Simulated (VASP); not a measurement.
Wanted: the native input for a VASP 6.6.1 run.

```
Task                   : single point
Functional             : r2SCAN
Potentials or basis    : VASP PAW PBE potentials, release 64 (Al, N)
Cutoff                 : 520 eV
k mesh                 : 10 × 10 × 10
Occupations            : gaussian, width 0.05 eV
Spin                   : no spin polarisation
Dipole correction      : no
Further INCAR settings : ALGO = Normal; EDIFF = 1e-06; NBANDS = 11
```

Crystal: AlN.

```
Al N
1.0
     0.00000    2.18399    2.34779
     2.18399    0.00000    2.34779
     2.18399    2.18399    0.00000
Al N
1 1
Direct
  0.00000 0.00000 0.00000
  0.75000 0.75000 0.75000
```

This cell differs from its parent crystal: strain +0.0750 x Voigt [0, 0, 1, 0, 0, 0].

One way to write it, as run:

POSCAR

```
AlN
1.0
    0.0000000000      2.1839935596      2.3477930766
    2.1839935596      0.0000000000      2.3477930766
    2.1839935596      2.1839935596      0.0000000000
Al N
1 1
Direct
    0.0000000000      0.0000000000      0.0000000000
    0.7500000000      0.7500000000      0.7500000000
```

INCAR.step1

```
SYSTEM = AlN
ALGO = Normal ; EDIFF = 1E-4
ENCUT = 520 ; GGA = PE
ISMEAR = 0 ; LASPH = .TRUE.
LCHARG = .FALSE. ; LREAL = .FALSE.
LWAVE = .TRUE. ; NBANDS = 11
NELM = 80 ; PREC = Accurate
SIGMA = 0.05
```

INCAR.step2

```
SYSTEM = AlN
ALGO = Normal ; EDIFF = 1E-6
ENCUT = 520 ; ISIF = 2
ISMEAR = 0 ; ISTART = 1
LASPH = .TRUE. ; LCHARG = .FALSE.
LMIXTAU = .TRUE. ; LREAL = .FALSE.
LWAVE = .FALSE. ; METAGGA = R2SCAN
NBANDS = 11 ; NELM = 80
PREC = Accurate ; SIGMA = 0.05
```

KPOINTS

```
k-points
0
G
  10 10 10
  0 0 0
```

Potentials or basis: VASP PAW PBE potentials, release 64 (Al, N).

The run is started by

```bash
$ cat potpaw_PBE.64/Al/POTCAR potpaw_PBE.64/N/POTCAR > POTCAR
$ cp INCAR.step1 INCAR
$ mpirun -np 1 vasp_std > vasp.out
$ cp INCAR.step2 INCAR
$ mpirun -np 1 vasp_std > vasp.out
```

It gave:

- Pressure: -13.7 GPa
- Band gap on the k mesh: 3.64 eV, indirect (least direct gap 4.08 eV)

Caveat: the cell differs from its parent crystal (strain +0.0750 x Voigt [0, 0, 1, 0, 0, 0]); the PAW data sets were made with another functional, which shifts forces and pressure a little.

It took 23 s on 1 thread of Intel(R) Xeon(R) 6975P-C (Granite Rapids), with other jobs on the host, peak memory 0.15 GiB.
